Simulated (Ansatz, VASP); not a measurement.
Two plane-wave programs on AlGaN2

```
CELL_PARAMETERS angstrom
2.95347 0.00000 0.00000
0.00000 2.95347 0.00000
0.00000 0.00000 4.99392
ATOMIC_POSITIONS crystal
Al 0.50000 0.50000 0.50000
Ga 0.00000 0.00000 0.00000
N 0.50000 0.00000 0.73908
N 0.00000 0.50000 0.26092
```

Alike in both runs: task single point; functional r2SCAN; k mesh 8 × 8 × 6; occupations gaussian, width 0.05 eV; no spin polarisation.

|  | VASP | Ansatz |
| --- | --- | --- |
| version | VASP 6.6.1 | Ansatz 0.2.0 |
| potentials or method | VASP PAW PBE potentials, release 64 (Al, Ga_d, N), cutoff 520 eV | scalar-relativistic, plane waves, PAW |
| valence electrons in the cell | 26 | 26 |

```tsv
	VASP	Ansatz	Ansatz less VASP
gap on the k mesh at the Fermi level (eV)	2.72	2.71	-0.008
least direct gap on the mesh (eV)	2.76	2.75	-0.009
pressure (GPa)	-1.5	-1.8	-0.31
traceless stress, the component that is largest in VASP (GPa)	-25.92	-26.04	-0.118
rms of the force components (eV/Å)	0.055	0.095	+0.0402
```

VASP's potentials were made for PBE, not for r2SCAN. Atom by atom the forces differ by 0.040 eV/Å (rms over components).
